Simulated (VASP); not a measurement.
A run of VASP 6.6.1 is set up as follows.

INCAR

```
PREC = Accurate ; ENCUT = 520
EDIFF = 1E-6 ; ISMEAR = 0
SIGMA = 0.15 ; LREAL = F
LASPH = T ; NELM = 80
ALGO = Fast ; ISIF = 2
LWAVE = F ; LCHARG = T
GGA = PS ; LELF = T
LVHAR = T ; NBANDS = 12
```

The input KPOINTS:

```
regular mesh
0
Gamma
  30 30 30
```

File POSCAR:

```
Cu
1.0
   -1.4198026243      1.4198026243      1.3600071991
    1.4198026243     -1.4198026243      1.3600071991
    1.4703808349      1.4703808349     -1.3600071991
Cu
1
Direct
    0.0000000000      0.0000000000      0.0000000000
```

Potentials or basis: VASP PAW PBE potentials, release 64 (Cu).

Launch:

```sh
$ cat potpaw_PBE.64/Cu/POTCAR > POTCAR
$ mpirun -np 1 vasp_std > vasp.out
```

Q: Predict the band gap on the k mesh.

A: Zero (an odd number of electrons rules out a gap without spin polarisation).

Q: What does it give for the pressure?

A: 1.1 GPa.

Stress tensor (GPa, compression positive):
```
 1.03 -4.26  0.00
-4.26  1.03  0.00
 0.00  0.00  1.31
```

Caveat: the cell differs from its parent crystal (strain +0.0350 x Voigt [0, 0, 0, 0, 0, 1]); the PAW data sets were made with another functional, which shifts forces and pressure a little.
